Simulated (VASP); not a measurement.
# NbBiBr4 (P4/mmm) in VASP: single point with PBE

Aim: the single point of NbBiBr4 with PBE.

Everything below comes from runs of VASP 6.6.1. Logs are shortened: lines on timing, memory, paths and dates and some standing lists are left out, and cuts for length are marked.

## Step 1: The cell of the first run

Symmetry: P4/mmm, No. 123, tetragonal system. Conventional cell: a = 5.630 Å, b = 5.630 Å, c = 9.175 Å, α = 90.00°, β = 90.00°, γ = 90.00°. Within 5.7 Å of Nb (site symmetry 4/mmm) lie 16 Br at 4.33 to 5.38 Å and 4 Nb at 5.63 Å. Bi (site symmetry 4/mmm) has 6 Br at 2.82 to 2.88 Å within 3.7 Å. Within 3.7 Å of Br (site symmetry mmm) lie 2 Bi at 2.82 Å. Br (site symmetry 4mm) has 1 Bi at 2.88 Å and 1 Br at 3.42 Å within 3.8 Å.

## Step 2: Single point, PBE, collinear spin

File INCAR:

```
PREC     = Accurate       # precision mode
ENCUT    = 520            # plane-wave cutoff, eV
EDIFF    = 1E-6           # SCF threshold, eV
ISMEAR   = 0              # smearing method
SIGMA    = 0.1            # smearing width, eV
LREAL    = False          # projectors in reciprocal space
LASPH    = True           # aspherical terms in the spheres
NELM     = 150            # most SCF steps
ALGO     = Normal         # electronic algorithm
ISIF     = 2              # what is computed and relaxed
LWAVE    = False          # write WAVECAR
LCHARG   = False          # write CHGCAR
ISPIN    = 2              # spin polarisation
MAGMOM   = 3.83 0 0 0 0 0 # initial moments
LORBIT   = 11             # projections on sites
LMAXMIX  = 4              # l up to which the mixer works
GGA      = PE             # functional
NBANDS   = 41             # bands
```

File KPOINTS:

```
Automatic mesh
0
Gamma
  4 4 2
```

File POSCAR:

```
NbBiBr4
1.0
    5.6300940858      0.0000000000      0.0000000000
    0.0000000000      5.6300940858      0.0000000000
    0.0000000000      0.0000000000      9.1752257639
Nb Bi Br
1 1 4
Direct
    0.5000000000      0.5000000000      0.5000000000
    0.0000000000      0.0000000000      0.0000000000
    0.5000000000      0.0000000000      0.0000000000
    0.0000000000      0.5000000000      0.0000000000
    0.0000000000      0.0000000000      0.3135315734
    0.0000000000      0.0000000000      0.6864684266
```

Potentials or basis: VASP PAW PBE potentials, release 64 (Nb_sv, Bi_d, Br).

Started as:

```bash
> cat potpaw_PBE.64/Nb_sv/POTCAR potpaw_PBE.64/Bi_d/POTCAR potpaw_PBE.64/Br/POTCAR > POTCAR
> mpirun -np 1 vasp_std > vasp.out
```

OUTCAR:

```text
PREC = Accurate
   ENCUT = 520
   EDIFF = 1E-6
   ISMEAR = 0
   LREAL = False
   LASPH = True
   NELM = 150
   ISIF = 2
   ISPIN = 2
   LORBIT = 11
   GGA = PE

 ion  position               nearest neighbor table
   1  0.500  0.500  0.500-
   2  0.000  0.000  0.000-   3 2.82   4 2.82   4 2.82   3 2.82   5 2.88   6 2.88
   3  0.500  0.000  0.000-   2 2.82   2 2.82
   4  0.000  0.500  0.000-   2 2.82   2 2.82
   5  0.000  0.000  0.314-   2 2.88
   6  0.000  0.000  0.686-   2 2.88

  LATTYP: Found a simple tetragonal cell.
 ALAT       =     5.6300940858
 C/A-ratio  =     1.6296753880

  Lattice vectors:

 A1 = (   5.6300940858,   0.0000000000,   0.0000000000)
 A2 = (   0.0000000000,   5.6300940858,   0.0000000000)
 A3 = (   0.0000000000,   0.0000000000,   9.1752257639)

Analysis of symmetry for initial positions (statically):
=====================================================================
 Subroutine PRICEL returns:
 Original cell was already a primitive cell.

 Routine SETGRP: Setting up the symmetry group for a
 simple tetragonal supercell.

 Subroutine GETGRP returns: Found 16 space group operations
 (whereof 16 operations were pure point group operations)
 out of a pool of 16 trial point group operations.

The static configuration has the point symmetry D_4h.

Analysis of symmetry for dynamics (positions and initial velocities):
=====================================================================
 Subroutine PRICEL returns:
 Original cell was already a primitive cell.

 Routine SETGRP: Setting up the symmetry group for a
 simple tetragonal supercell.

 Subroutine GETGRP returns: Found 16 space group operations
 (whereof 16 operations were pure point group operations)
 out of a pool of 16 trial point group operations.

The dynamic configuration has the point symmetry D_4h.

Analysis of structural, dynamic, and magnetic symmetry:
=====================================================================
 Subroutine PRICEL returns:
 Original cell was already a primitive cell.

 Routine SETGRP: Setting up the symmetry group for a
 simple tetragonal supercell.

 Subroutine GETGRP returns: Found 16 space group operations
 (whereof 16 operations were pure point group operations)
 out of a pool of 16 trial point group operations.

The overall configuration has the point symmetry D_4h.

 Subroutine INISYM returns: Found 16 space group operations
 (whereof 16 operations are pure point group operations),
 and found     1 'primitive' translations

----------------------------------------------------------------------------------------

                                     Primitive cell

  volume of cell :     290.8359

  direct lattice vectors                    reciprocal lattice vectors
     5.630094086  0.000000000  0.000000000     0.177616925  0.000000000  0.000000000
     0.000000000  5.630094086  0.000000000     0.000000000  0.177616925  0.000000000
     0.000000000  0.000000000  9.175225764     0.000000000  0.000000000  0.108989144

  length of vectors
     5.630094086  5.630094086  9.175225764     0.177616925  0.177616925  0.108989144

  position of ions in fractional coordinates (direct lattice)
     0.500000000  0.500000000  0.500000000
     0.000000000  0.000000000  0.000000000
     0.500000000  0.000000000  0.000000000
     0.000000000  0.500000000  0.000000000
     0.000000000  0.000000000  0.313531573
     0.000000000  0.000000000  0.686468427

  ion indices of the primitive-cell ions
   primitive index   ion index
                 1           1
                 2           2
                 3           3
                 4           4
                 5           5
                 6           6

----------------------------------------------------------------------------------------

 KPOINTS: Automatic mesh

Automatic generation of k-mesh.
 Grid dimensions read from file:
 generate k-points for:    4    4    2

 Generating k-lattice:
[... 24 lines left out ...]
  0.500000  0.500000  0.000000      1.000000
  0.000000  0.000000  0.500000      1.000000
  0.250000  0.000000  0.500000      4.000000
  0.500000  0.000000  0.500000      2.000000
  0.250000  0.250000  0.500000      4.000000
  0.500000  0.250000  0.500000      4.000000
  0.500000  0.500000  0.500000      1.000000
   k-points           NKPTS =     12   k-points in BZ     NKDIM =     12   number of bands    NBANDS=     41
   number of dos      NEDOS =    301   number of ions     NIONS =      6
   total plane-waves  NPLWV = 123480
   dimension x,y,z NGX =    42 NGY =   42 NGZ =   70
   dimension x,y,z NGXF=    84 NGYF=   84 NGZF=  140
   ions per type =               1   1   4
   NGX,Y,Z   is equivalent  to a cutoff of  12.40, 12.40, 12.68 a.u.
   NGXF,Y,Z  is equivalent  to a cutoff of  24.80, 24.80, 25.37 a.u.
 SYSTEM =  unknown system
   PREC   = accura    normal or accurate (medium, high low for compatibility)
   ISTART =      0    job   : 0-new  1-cont  2-samecut
   ICHARG =      2    charge: 1-file 2-atom 10-const
   ISPIN  =      2    spin polarized calculation?
   LNONCOLLINEAR =      F non collinear calculations
   LSORBIT =      F    spin-orbit coupling
   LASPH  =      T    aspherical Exc in radial PAW
   ENCUT  =  520.0 eV  38.22 Ry    6.18 a.u.  10.47 10.47 17.06*2*pi/ulx,y,z
   NELM   =    150;   NELMIN=  2; NELMDL= -5     # of ELM steps
   EDIFF  = 0.1E-05   stopping-criterion for ELM
   LREAL  =      F    real-space projection
   EDIFFG = 0.1E-04   stopping-criterion for IOM
   NSW    =      0    number of steps for IOM
   IBRION =     -1    ionic relax: 0-MD 1-quasi-New 2-CG
   NFREE  =      0    steps in history (QN), initial steepest desc. (CG)
   ISIF   =      2    stress and relaxation
   ISYM   =      2    0-nonsym 1-usesym 2-fastsym
   POTIM  = 0.5000    time-step for ionic-motion
   TEBEG  =    0.0;   TEEND  =   0.0 temperature during run
   PSTRESS=    0.0 pullay stress
   NELECT =      56.0000    total number of electrons
   NUPDOWN=      -1.0000    fix difference up-down
   EMIN   =  10.00;   EMAX   =-10.00  energy-range for DOS
   EFERMI =   0.00;   METHOD = LEGACY
   ISMEAR =     0;   SIGMA  =   0.10  broadening in eV -4-tet -1-fermi 0-gaus
   EFERMI_NEDOS =   21; number of points for ismear=-14 and -15
   IALGO  =     38    algorithm
   IMIX   =      4    mixing-type and parameters
     AMIX     =   0.40;   BMIX     =  1.00
     AMIX_MAG =   1.60;   BMIX_MAG =  1.00
  volume/ion in A,a.u.               =      48.47       327.11
  Fermi-wavevector in a.u.,A,eV,Ry     =   0.945340  1.786434 12.159094  0.893668
  Thomas-Fermi vector in A             =   2.073232
   LORBIT       =     11    0 simple, 1 ext, 2 COOP (PROOUT), +10 PAW based schemes
   GGA     = PE    functional components
   LHFCALC =     F    Hartree Fock is set to
   AEXX    =    0.0000 exact exchange contribution
   IVDW    =     0    specifies the selected vdW correction
   LEPSILON=     F    determine dielectric tensor
   LRPA    =     F    only Hartree local field effects (RPA)
 spin polarized calculation
 Gauss-broadening in eV      SIGMA  =   0.10
  energy-cutoff  :      520.00
  volume of cell :      290.84
 maximum number of plane-waves:      7882
 NGX is ok and might be reduce to    42
   NGX = 21   NGY = 21   NGZ = 35

 number of electron      56.0000002 magnetization       3.9999830

 Free energy of the ion-electron system (eV)
  ---------------------------------------------------
  ext. energy  EPLUGINS =         0.00000000
  ---------------------------------------------------
  free energy    TOTEN  =       -17.89081954 eV

  energy without entropy =      -17.84357587  energy(sigma->0) =      -17.86719770

 E-fermi :   0.3675     XC(G=0):  -6.6980

 val. band max:        0.3599277771   @ k =   0.2500   0.2500   0.5000
 cond. band min:       0.3988137915   @ k =   0.2500   0.2500   0.0000
 fundamental gap:      0.0388860144
 Fermi energy:         0.3674617128

 spin component 1

 k-point     1 :       0.0000    0.0000    0.0000
  band No.  band energies     occupation
      1     -55.2125      1.00000
      2     -31.5466      1.00000
      3     -31.5466      1.00000
      4     -31.3295      1.00000
      5     -23.4478      1.00000
      6     -23.3921      1.00000
[... 505 lines left out ...]
     39       6.7044      0.00000
     40       7.3683      0.00000
 Fermi energy:         0.3674617128

 spin component 2

 k-point     1 :       0.0000    0.0000    0.0000
  band No.  band energies     occupation
      1     -53.3057      1.00000
      2     -29.4431      1.00000
      3     -29.4431      1.00000
      4     -28.9687      1.00000
      5     -23.4464      1.00000
      6     -23.3906      1.00000
[... 505 lines left out ...]
     39       6.8908      0.00000
     40       7.4175      0.00000
 [bands above 40 left out]

------------------------ aborting loop because EDIFF is reached ----------------------------------------

  FORCE on cell =-STRESS in cart. coord.  units (eV):
  Direction    XX          YY          ZZ          XY          YZ          ZX
  --------------------------------------------------------------------------------------
  -------------------------------------------------------------------------------------
  Total       -0.1996364     -0.1996364     -0.0709808      0.0000000      0.0000000      0.0000000
  in kB       -1.0997709     -1.0997709     -0.3910238      0.0000000      0.0000000      0.0000000
  external PRESSURE =      -0.8635218 kB  Pullay stress =       0.0000000 kB

 VOLUME and BASIS-vectors are now :
 -----------------------------------------------------------------------------
  energy-cutoff  :      520.00
  volume of cell :      290.84
      direct lattice vectors                 reciprocal lattice vectors
     5.630094086  0.000000000  0.000000000     0.177616925  0.000000000  0.000000000
     0.000000000  5.630094086  0.000000000     0.000000000  0.177616925  0.000000000
     0.000000000  0.000000000  9.175225764     0.000000000  0.000000000  0.108989144

 POSITION                                       TOTAL-FORCE (eV/Angst)
 -----------------------------------------------------------------------------------
      2.81505      2.81505      4.58761         0.000000      0.000000      0.000000
      0.00000      0.00000      0.00000         0.000000      0.000000      0.000000
      2.81505      0.00000      0.00000         0.000000      0.000000      0.000000
      0.00000      2.81505      0.00000         0.000000      0.000000      0.000000
      0.00000      0.00000      2.87672         0.000000      0.000000      0.007667
      0.00000      0.00000      6.29850         0.000000     -0.000000     -0.007667
 -----------------------------------------------------------------------------------
    total drift:                                0.000000      0.000000     -0.000000

  FREE ENERGIE OF THE ION-ELECTRON SYSTEM (eV)
  ---------------------------------------------------
  free  energy   TOTEN  =       -17.8908195382 eV

  energy  without entropy=      -17.8435758679  energy(sigma->0) =      -17.86719770

 total charge

# of ion       s       p       d       tot
------------------------------------------
    1        2.042   5.855   2.820  10.718
    2        1.650   0.902   9.985  12.536
    3        1.614   3.248   0.011   4.874
    4        1.614   3.248   0.011   4.874
    5        1.615   3.208   0.007   4.830
    6        1.615   3.208   0.007   4.830
--------------------------------------------------
tot         10.151  19.669  12.842  42.661

 magnetization (x)

# of ion       s       p       d       tot
------------------------------------------
    1        0.051   0.011   2.805   2.867
    2       -0.000   0.006   0.000   0.006
    3        0.000   0.002   0.000   0.003
    4        0.000   0.002   0.000   0.003
    5        0.001  -0.012   0.000  -0.010
    6        0.001  -0.012   0.000  -0.010
--------------------------------------------------
tot          0.054  -0.002   2.806   2.858
```

It took 16 min on 1 thread of Intel Xeon 8259CL, shared host; peak memory 0.56 GiB.

What came out:

```yaml
Free_energy: -17.8908 eV
Pressure: -0.1 GPa
Largest_force: 0.008 eV/Å
Band_gap_on_the_k_mesh: zero (filled and empty bands overlap)
Net_moment: 4.00 μB per cell
Site_moments: Nb +2.87; Bi +0.01; Br +0.00, -0.01 (each value once) μB
Valence_electrons_inside_the_program's_atomic_spheres: Nb 10.72; Bi 12.54; Br 4.87, 4.83 (each value once)
```

Forces in eV/Å, atoms in the order of the input:
```
Nb   0.000  0.000  0.000
Bi   0.000  0.000  0.000
Br   0.000  0.000  0.000
Br   0.000  0.000  0.000
Br   0.000  0.000  0.008
Br   0.000  0.000 -0.008
```

Caveat: spin-orbit coupling is left out, which moves the levels of the heavy elements.

The gap in the log of VASP goes by the Fermi energy; the results here count the filled bands.